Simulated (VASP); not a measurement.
A run of VASP 6.6.1 is set up as follows.

The input INCAR:

```
  ALGO = Normal
  EDIFF = 1E-8
  ENCUT = 520
  IBRION = 6
  ISIF = 2
  ISMEAR = 0
  LASPH = True
  LCHARG = False
  LMIXTAU = True
  LREAL = False
  LWAVE = False
  METAGGA = R2SCAN
  NELM = 60
  NFREE = 2
  NSW = 1
  POTIM = 0.015
  PREC = Accurate
  SIGMA = 0.01
```

KPOINTS

```
k-points
0
Gamma
  6 6 6
```

The input POSCAR:

```
CsH
1.0
    2.9294055578      2.9294055578      0.0000000000
   -2.9294055578      2.9294055578      0.0000000000
    0.0000000000      2.9294055578      2.9294055578
Cs H
1 1
Direct
    0.0000000000      0.0000000000      0.0000000000
    0.5000000000      0.5000000000      0.0000000000
```

Potentials or basis: VASP PAW PBE potentials, release 64 (Cs_sv, H).

Run with:

```bash
$ cat potpaw_PBE.64/Cs_sv/POTCAR potpaw_PBE.64/H/POTCAR > POTCAR
$ mpirun -np 1 vasp_std > vasp.out
```

Q: Predict the highest phonon frequency at Γ.

A: 596 cm⁻¹.

Phonon frequencies in cm⁻¹ (negative: imaginary):
| q point | frequencies |
| --- | --- |
| (0.000, 0.000, 0.000) | 0 0 0 596 596 596 |

Caveat: the cell stands under pressure or tension, which shifts response properties.
